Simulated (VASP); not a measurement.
# Sn (Fm-3m) in VASP: a series of runs

The runs below take Sn through single point, with PBE.

All numbers are computed with VASP 6.6.1; they aren't measurements. Logs are shortened: lines on timing, memory, paths and dates and some standing lists are left out, and cuts for length are marked.

## Step 1: The cell of the first run

The structure is cubic, space group Fm-3m (No. 225). Conventional cell: a = 4.718 Å, b = 4.718 Å, c = 4.718 Å, α = 90.00°, β = 90.00°, γ = 90.00°. Within 4.4 Å of Sn (site symmetry m-3m) lie 12 Sn at 3.34 Å.

This isn't the form of Sn at room conditions, which is tetragonal (white tin).

## Step 2: Single point, PBE

File INCAR:

```
SYSTEM = Sn
PREC = Accurate ; ENCUT = 520
EDIFF = 1E-6 ; ISMEAR = -1
SIGMA = 0.06122561905347299 ; LREAL = .FALSE.
LASPH = .TRUE. ; NELM = 80
ALGO = Normal ; ISIF = 2
LWAVE = .FALSE. ; LCHARG = .FALSE.
GGA = PE ; NBANDS = 13
```

File KPOINTS:

```
Automatic mesh
0
G
  20 20 20
  0 0 0
```

File POSCAR:

```
Sn
1.0
    0.0000000000      2.3589049370      2.3589049370
    2.3589049370      0.0000000000      2.3589049370
    2.3589049370      2.3589049370      0.0000000000
Sn
1
Direct
    0.0000000000      0.0000000000      0.0000000000
```

Potentials or basis: VASP PAW PBE potentials, release 64 (Sn_d).

On the command line:

```
$ cat potpaw_PBE.64/Sn_d/POTCAR > POTCAR
$ mpirun -np 1 vasp_std > vasp.out
```

OUTCAR:

```text
SYSTEM = Sn
   PREC = Accurate
   ENCUT = 520
   EDIFF = 1E-6
   ISMEAR = -1
   LREAL = .FALSE.
   LASPH = .TRUE.
   NELM = 80
   ISIF = 2
   GGA = PE

 ion  position               nearest neighbor table
   1  0.000  0.000  0.000-

  LATTYP: Found a face centered cubic cell.
 ALAT       =     4.7178098740

  Lattice vectors:

 A1 = (   0.0000000000,   2.3589049370,   2.3589049370)
 A2 = (   2.3589049370,   0.0000000000,   2.3589049370)
 A3 = (   2.3589049370,   2.3589049370,   0.0000000000)

Analysis of symmetry for initial positions (statically):
=====================================================================
 Subroutine PRICEL returns:
 Original cell was already a primitive cell.

 Routine SETGRP: Setting up the symmetry group for a
 face centered cubic supercell.

 Subroutine GETGRP returns: Found 48 space group operations
 (whereof 48 operations were pure point group operations)
 out of a pool of 48 trial point group operations.

The static configuration has the point symmetry O_h .

Analysis of symmetry for dynamics (positions and initial velocities):
=====================================================================
 Subroutine PRICEL returns:
 Original cell was already a primitive cell.

 Routine SETGRP: Setting up the symmetry group for a
 face centered cubic supercell.

 Subroutine GETGRP returns: Found 48 space group operations
 (whereof 48 operations were pure point group operations)
 out of a pool of 48 trial point group operations.

The dynamic configuration has the point symmetry O_h .

 Subroutine INISYM returns: Found 48 space group operations
 (whereof 48 operations are pure point group operations),
 and found     1 'primitive' translations

----------------------------------------------------------------------------------------

                                     Primitive cell

  volume of cell :      26.2519

  direct lattice vectors                    reciprocal lattice vectors
     0.000000000  2.358904937  2.358904937    -0.211962760  0.211962760  0.211962760
     2.358904937  0.000000000  2.358904937     0.211962760 -0.211962760  0.211962760
     2.358904937  2.358904937  0.000000000     0.211962760  0.211962760 -0.211962760

  length of vectors
     3.335995354  3.335995354  3.335995354     0.367130269  0.367130269  0.367130269

  position of ions in fractional coordinates (direct lattice)
     0.000000000  0.000000000  0.000000000

  ion indices of the primitive-cell ions
   primitive index   ion index
                 1           1

----------------------------------------------------------------------------------------

 KPOINTS: Automatic mesh

Automatic generation of k-mesh.
 Grid dimensions read from file:
 generate k-points for:   20   20   20

 Generating k-lattice:

  Cartesian coordinates                     Fractional coordinates (reciprocal lattice)
    -0.010598138  0.010598138  0.010598138     0.050000000  0.000000000  0.000000000
     0.010598138 -0.010598138  0.010598138     0.000000000  0.050000000  0.000000000
     0.010598138  0.010598138 -0.010598138     0.000000000  0.000000000  0.050000000

  Length of vectors
     0.018356513  0.018356513  0.018356513

  Shift w.r.t. Gamma in fractional coordinates (k-lattice)
     0.000000000  0.000000000  0.000000000

 Subroutine IBZKPT returns following result:
 ===========================================

 Found    256 irreducible k-points:

 Following reciprocal coordinates:
            Coordinates               Weight
  0.000000  0.000000  0.000000      1.000000
  0.050000  0.000000  0.000000      8.000000
  0.100000  0.000000  0.000000      8.000000
  0.150000  0.000000  0.000000      8.000000
  0.200000  0.000000  0.000000      8.000000
  0.250000  0.000000  0.000000      8.000000
[... 16 lines left out ...]
 -0.400000  0.050000  0.000000     24.000000
 -0.350000  0.050000  0.000000     24.000000
 [... further k-points ...]
   k-points           NKPTS =    256   k-points in BZ     NKDIM =    256   number of bands    NBANDS=     13
   number of dos      NEDOS =    301   number of ions     NIONS =      1
   total plane-waves  NPLWV =  21952
   dimension x,y,z NGX =    28 NGY =   28 NGZ =   28
   dimension x,y,z NGXF=    56 NGYF=   56 NGZF=   56
   ions per type =               1
   NGX,Y,Z   is equivalent  to a cutoff of  13.95, 13.95, 13.95 a.u.
   NGXF,Y,Z  is equivalent  to a cutoff of  27.91, 27.91, 27.91 a.u.
 SYSTEM =  Sn
   PREC   = accura    normal or accurate (medium, high low for compatibility)
   ISTART =      0    job   : 0-new  1-cont  2-samecut
   ICHARG =      2    charge: 1-file 2-atom 10-const
   ISPIN  =      1    spin polarized calculation?
   LNONCOLLINEAR =      F non collinear calculations
   LSORBIT =      F    spin-orbit coupling
   LASPH  =      T    aspherical Exc in radial PAW
   ENCUT  =  520.0 eV  38.22 Ry    6.18 a.u.   6.20  6.20  6.20*2*pi/ulx,y,z
   NELM   =     80;   NELMIN=  2; NELMDL= -5     # of ELM steps
   EDIFF  = 0.1E-05   stopping-criterion for ELM
   LREAL  =      F    real-space projection
   EDIFFG = 0.1E-04   stopping-criterion for IOM
   NSW    =      0    number of steps for IOM
   IBRION =     -1    ionic relax: 0-MD 1-quasi-New 2-CG
   NFREE  =      0    steps in history (QN), initial steepest desc. (CG)
   ISIF   =      2    stress and relaxation
   ISYM   =      2    0-nonsym 1-usesym 2-fastsym
   POTIM  = 0.5000    time-step for ionic-motion
   TEBEG  =    0.0;   TEEND  =   0.0 temperature during run
   PSTRESS=    0.0 pullay stress
   NELECT =      14.0000    total number of electrons
   NUPDOWN=      -1.0000    fix difference up-down
   EMIN   =  10.00;   EMAX   =-10.00  energy-range for DOS
   EFERMI =   0.00;   METHOD = LEGACY
   ISMEAR =    -1;   SIGMA  =   0.06  broadening in eV -4-tet -1-fermi 0-gaus
   EFERMI_NEDOS =   21; number of points for ismear=-14 and -15
   IALGO  =     38    algorithm
   IMIX   =      4    mixing-type and parameters
     AMIX     =   0.40;   BMIX     =  1.00
     AMIX_MAG =   1.60;   BMIX_MAG =  1.00
  volume/ion in A,a.u.               =      26.25       177.16
  Fermi-wavevector in a.u.,A,eV,Ry     =   1.327589  2.508780 23.980177  1.762493
  Thomas-Fermi vector in A             =   2.456890
   LORBIT       =      0    0 simple, 1 ext, 2 COOP (PROOUT), +10 PAW based schemes
   GGA     = PE    functional components
   LHFCALC =     F    Hartree Fock is set to
   AEXX    =    0.0000 exact exchange contribution
   IVDW    =     0    specifies the selected vdW correction
   LEPSILON=     F    determine dielectric tensor
   LRPA    =     F    only Hartree local field effects (RPA)
 non-spin polarized calculation
  energy-cutoff  :      520.00
  volume of cell :       26.25
 maximum number of plane-waves:       725
 NGX is ok and might be reduce to    28
   NGX = 13   NGY = 13   NGZ = 13

 number of electron      14.0000001 magnetization

 Free energy of the ion-electron system (eV)
  ---------------------------------------------------
  ext. energy  EPLUGINS =         0.00000000
  ---------------------------------------------------
  free energy    TOTEN  =        -3.76894500 eV

  energy without entropy =       -3.76165699  energy(sigma->0) =       -3.76530099

 E-fermi :   8.5979     XC(G=0): -10.5276

 val. band max:        8.5539452393   @ k =  -0.3000   0.3000   0.1000
 cond. band min:       8.6030404245   @ k =  -0.2500   0.2500   0.0000
 fundamental gap:      0.0490951851
 Fermi energy:         8.5978888054

 k-point     1 :       0.0000    0.0000    0.0000
  band No.  band energies     occupation
      1     -13.0132      2.00000
      2     -13.0132      2.00000
      3     -13.0132      2.00000
      4     -12.9265      2.00000
      5     -12.9265      2.00000
      6      -2.8254      2.00000
      7      16.5666      0.00000
      8      16.5666      0.00000
      9      16.5666      0.00000
     10      19.2126      0.00000
     11      20.6252      0.00000
     12      20.6252      0.00000
     13      20.6252      0.00000

 k-point     2 :       0.0500    0.0000    0.0000
  band No.  band energies     occupation
      1     -13.0130      2.00000
      2     -13.0108      2.00000
      3     -13.0108      2.00000
      4     -12.9267      2.00000
      5     -12.9267      2.00000
      6      -2.7724      2.00000
      7      15.9221      0.00000
      8      16.4753      0.00000
      9      16.4753      0.00000
     10      18.8890      0.00000
     11      20.7807      0.00000
     12      20.7807      0.00000
     13      21.4566      0.00000

 k-point     3 :       0.1000    0.0000    0.0000
  band No.  band energies     occupation
      1     -13.0126      2.00000
      2     -13.0044      2.00000
      3     -13.0044      2.00000
      4     -12.9265      2.00000
      5     -12.9265      2.00000
      6      -2.6132      2.00000
      7      14.4924      0.00000
      8      16.2397      0.00000
      9      16.2397      0.00000
     10      18.6297      0.00000
     11      21.1934      0.00000
     12      21.1934      0.00000
     13      22.4438      0.00000

 k-point     4 :       0.1500    0.0000    0.0000
  band No.  band energies     occupation
      1     -13.0122      2.00000
      2     -12.9967      2.00000
      3     -12.9967      2.00000
      4     -12.9241      2.00000
      5     -12.9241      2.00000
      6      -2.3474      2.00000
      7      12.8514      0.00000
      8      15.9332      0.00000
      9      15.9332      0.00000
     10      18.4744      0.00000
     11      21.6628      0.00000
     12      21.6628      0.00000
     13      22.4507      0.00000

 k-point     5 :       0.2000    0.0000    0.0000
  band No.  band energies     occupation
      1     -13.0119      2.00000
      2     -12.9913      2.00000
      3     -12.9913      2.00000
      4     -12.9166      2.00000
      5     -12.9166      2.00000
      6      -1.9749      2.00000
      7      11.1983      0.00000
      8      15.6133      0.00000
      9      15.6133      0.00000
     10      18.3673      0.00000
     11      21.5103      0.00000
     12      21.5103      0.00000
     13      21.8416      0.00000
[... 257 lines left out ...]
 k-point    22 :      -0.4500    0.0500    0.0000
  band No.  band energies     occupation
      1     -13.0123      2.00000
      2     -13.0052      2.00000
      3     -13.0016      2.00000
      4     -12.8448      2.00000
      5     -12.8437      2.00000
      6       1.5503      2.00000
      7       4.0572      2.00000
      8      13.9843      0.00000
      9      14.5250      0.00000
     10      18.0074      0.00000
     11      19.3940      0.00000
     12      19.5537      0.00000
     13      20.5159      0.00000

 k-point    23 :      -0.4000    0.0500    0.0000
  band No.  band energies     occupation
      1     -13.0119      2.00000
      2     -13.0027      2.00000
      3     -12.9998      2.00000
      4     -12.8553      2.00000
      5     -12.8481      2.00000
      6       0.8319      2.00000
      7       5.0247      2.00000
      8      13.9258      0.00000
      9      14.7517      0.00000
     10      18.1862      0.00000
     11      19.3282      0.00000
     12      19.5572      0.00000
     13      20.8438      0.00000

 k-point    24 :      -0.3500    0.0500    0.0000
  band No.  band energies     occupation
      1     -13.0118      2.00000
      2     -12.9984      2.00000
      3     -12.9964      2.00000
      4     -12.8709      2.00000
      5     -12.8581      2.00000
      6       0.0585      2.00000
      7       6.2588      2.00000
      8      13.9448      0.00000
      9      15.0350      0.00000
     10      18.3733      0.00000
     11      19.4075      0.00000
     12      19.6881      0.00000
     13      21.2695      0.00000

 [... further k-points ...]

------------------------ aborting loop because EDIFF is reached ----------------------------------------

  FORCE on cell =-STRESS in cart. coord.  units (eV):
  Direction    XX          YY          ZZ          XY          YZ          ZX
  --------------------------------------------------------------------------------------
  -------------------------------------------------------------------------------------
  Total        0.5769365      0.5769365      0.5769365     -0.0000000      0.0000000      0.0000000
  in kB       35.2109128     35.2109128     35.2109128     -0.0000000      0.0000000      0.0000000
  external PRESSURE =      35.2109128 kB  Pullay stress =       0.0000000 kB

 VOLUME and BASIS-vectors are now :
 -----------------------------------------------------------------------------
  energy-cutoff  :      520.00
  volume of cell :       26.25
      direct lattice vectors                 reciprocal lattice vectors
     0.000000000  2.358904937  2.358904937    -0.211962760  0.211962760  0.211962760
     2.358904937  0.000000000  2.358904937     0.211962760 -0.211962760  0.211962760
     2.358904937  2.358904937  0.000000000     0.211962760  0.211962760 -0.211962760

 POSITION                                       TOTAL-FORCE (eV/Angst)
 -----------------------------------------------------------------------------------
      0.00000      0.00000      0.00000         0.000000     -0.000000     -0.000000
 -----------------------------------------------------------------------------------
    total drift:                               -0.000000     -0.000000     -0.000000

  FREE ENERGIE OF THE ION-ELECTRON SYSTEM (eV)
  ---------------------------------------------------
  free  energy   TOTEN  =        -3.7689449955 eV

  energy  without entropy=       -3.7616569900  energy(sigma->0) =       -3.76530099
```

It took 39 s on 1 thread of Intel Xeon 6975P-C (Granite Rapids), shared host; peak memory 0.22 GiB.

What came out:

* Free energy: -3.7689 eV
* Pressure: 3.5 GPa
* Band gap on the k mesh: zero (bands 7 and 8 overlap by 10.04 eV)

Levels at points of the mesh, in eV from the Fermi level:
```
           k point  band 5  band 6  band 7  band 8  band 9  band 10
(0.00, 0.00, 0.00)  -21.52  -11.42    7.97    7.97    7.97    10.61
(0.50, 0.00, 0.00)  -21.44   -6.88   -4.85    5.97    5.97     9.99
(0.50, 0.50, 0.00)  -21.42   -4.87   -3.81    2.07    2.07     5.48
```

Caveat: the cell stands under pressure; spin-orbit coupling is left out, which moves the levels of the heavy elements.

## Step 3: Single point, PBE

This run uses another cell than the first one, of 26.81 Å³/atom.

File INCAR:

```
SYSTEM = Sn
ALGO = Normal
EDIFF = 1E-6
ENCUT = 520
GGA = PE
ISIF = 2
ISMEAR = -1
LASPH = .True.
LCHARG = .True.
LELF = .True.
LREAL = .False.
LVHAR = .True.
LWAVE = .False.
NBANDS = 13
NELM = 60
PREC = Accurate
SIGMA = 0.06122561905347299
```

File KPOINTS:

```
k-points
0
Gamma
  20 20 20
  0 0 0
```

File POSCAR:

```
Sn
1.0
    0.0000000000      2.3755174909      2.3755174909
    2.3755174909      0.0000000000      2.3755174909
    2.3755174909      2.3755174909      0.0000000000
Sn
1
Direct
    0.0000000000      0.0000000000      0.0000000000
```

Potentials or basis: VASP PAW PBE potentials, release 64 (Sn_d).

On the command line:

```
$ cat potpaw_PBE.64/Sn_d/POTCAR > POTCAR
$ mpirun -np 1 vasp_std > vasp.out
```

Wall time 35 s (1 thread of Intel Xeon 6975P-C (Granite Rapids), shared host); peak memory 0.21 GiB.

The run converged. Its results:

* Free energy: -3.7791 eV
* Pressure: 2.3 GPa
* Band gap on the k mesh: zero (bands 7 and 8 overlap by 9.82 eV)

Levels at points of the mesh, in eV from the Fermi level:
| k point | band 3 | band 4 | band 5 | band 6 | band 7 | band 8 | band 9 | band 10 | band 11 | band 12 |
| --- | --- | --- | --- | --- | --- | --- | --- | --- | --- | --- |
| (0.00, 0.00, 0.00) | -21.60 | -21.52 | -21.52 | -11.26 | 7.79 | 7.79 | 7.79 | 10.59 | 11.89 | 11.89 |
| (0.50, 0.00, 0.00) | -21.59 | -21.44 | -21.44 | -6.84 | -4.74 | 5.84 | 5.84 | 9.97 | 10.33 | 10.69 |
| (0.50, 0.50, 0.00) | -21.44 | -21.42 | -21.42 | -4.90 | -3.72 | 2.05 | 2.05 | 5.41 | 5.76 | 20.13 |

Caveat: spin-orbit coupling is left out, which moves the levels of the heavy elements.

## Step 4: Single point, PBE

This run uses another cell than the first one, of 26.81 Å³/atom.

File INCAR:

```
ALGO = Normal
EDIFF = 1E-6
ENCUT = 520
GGA = PE
ISIF = 2
ISMEAR = -1
LASPH = True
LCHARG = True
LELF = True
LREAL = False
LVHAR = True
LWAVE = False
NBANDS = 13
NELM = 100
PREC = Accurate
SIGMA = 0.06122561905347299
```

File KPOINTS:

```
k-points
0
Gamma
  20 20 20
```

POSCAR is that of step 3.

On the command line:

```
$ cat potpaw_PBE.64/Sn_d/POTCAR > POTCAR
$ mpirun -np 1 vasp_std > vasp.out
```

Wall time 33 s (1 thread of Intel Xeon 6975P-C (Granite Rapids), shared host); peak memory 0.22 GiB.

The run converged. Its results:

```
Free energy            : -3.7791 eV
Pressure               : 2.3 GPa
Band gap on the k mesh : zero (bands 7 and 8 overlap by 9.82 eV)
```

Levels at points of the mesh, in eV from the Fermi level:
```csv
k point,band 3,band 4,band 5,band 6,band 7,band 8,band 9,band 10,band 11,band 12
"(0.00, 0.00, 0.00)",-21.60,-21.52,-21.52,-11.26,7.79,7.79,7.79,10.59,11.89,11.89
"(0.50, 0.00, 0.00)",-21.59,-21.44,-21.44,-6.84,-4.74,5.84,5.84,9.97,10.33,10.69
"(0.50, 0.50, 0.00)",-21.44,-21.42,-21.42,-4.90,-3.72,2.05,2.05,5.41,5.76,20.13
```

Caveat: spin-orbit coupling is left out, which moves the levels of the heavy elements.

## Step 5: Single point, PBE

This run uses another cell than the first one, of 27.37 Å³/atom.

File INCAR:

```
SYSTEM = Sn
  PREC = Accurate
  ENCUT = 520
  EDIFF = 1E-6
  ISMEAR = -1
  SIGMA = 0.06122561905347299
  LREAL = .FALSE.
  LASPH = .TRUE.
  NELM = 80
  ALGO = Normal
  ISIF = 2
  LWAVE = .FALSE.
  LCHARG = .TRUE.
  GGA = PE
  LELF = .TRUE.
  LVHAR = .TRUE.
  NBANDS = 13
```

File KPOINTS:

```
Automatic mesh
0
G
  20 20 20
  0 0 0
```

File POSCAR:

```
Sn
1.0
    0.0000000000      2.3919008879      2.3919008879
    2.3919008879      0.0000000000      2.3919008879
    2.3919008879      2.3919008879      0.0000000000
Sn
1
Direct
    0.0000000000      0.0000000000      0.0000000000
```

On the command line:

```
$ cat potpaw_PBE.64/Sn_d/POTCAR > POTCAR
$ mpirun -np 1 vasp_std > vasp.out
```

Run time: 38 s. Hardware: 1 thread of Intel Xeon 6975P-C (Granite Rapids), shared host; peak memory 0.22 GiB.

The run converged. Its results:

```
Free energy            : -3.7852 eV
Pressure               : 1.2 GPa
Band gap on the k mesh : zero (bands 7 and 8 overlap by 9.60 eV)
```

Levels at points of the mesh, in eV from the Fermi level:
| k point | band 3 | band 4 | band 5 | band 6 | band 7 | band 8 | band 9 | band 10 | band 11 | band 12 |
| --- | --- | --- | --- | --- | --- | --- | --- | --- | --- | --- |
| (0.00, 0.00, 0.00) | -21.59 | -21.51 | -21.51 | -11.11 | 7.62 | 7.62 | 7.62 | 10.57 | 11.77 | 11.77 |
| (0.50, 0.00, 0.00) | -21.58 | -21.44 | -21.44 | -6.81 | -4.63 | 5.72 | 5.72 | 9.95 | 10.14 | 10.59 |
| (0.50, 0.50, 0.00) | -21.44 | -21.42 | -21.42 | -4.92 | -3.63 | 2.03 | 2.03 | 5.35 | 5.73 | 19.99 |

Caveat: spin-orbit coupling is left out, which moves the levels of the heavy elements.

## Step 6: The runs side by side

```tsv
cell	gap on the mesh (eV)	pressure (GPa)
a = 3.336 Å, angles 60.0°, 1 atom	none	3.5
a = 3.359 Å, angles 60.0°, 1 atom	none	2.3
a = 3.383 Å, angles 60.0°, 1 atom	none	1.2
```

Alike in all rows: task single point; level PBE; potentials or basis VASP PAW PBE potentials, release 64 (Sn_d); no spin polarisation; k mesh 20 × 20 × 20; cutoff (eV) 520; smearing fermi-dirac 0.0612256 eV.

Caveats: spin-orbit coupling is left out, which moves the levels of the heavy elements; the cell stands under pressure (at least some runs).

Absolute energies hang on the potentials; compare differences alone.
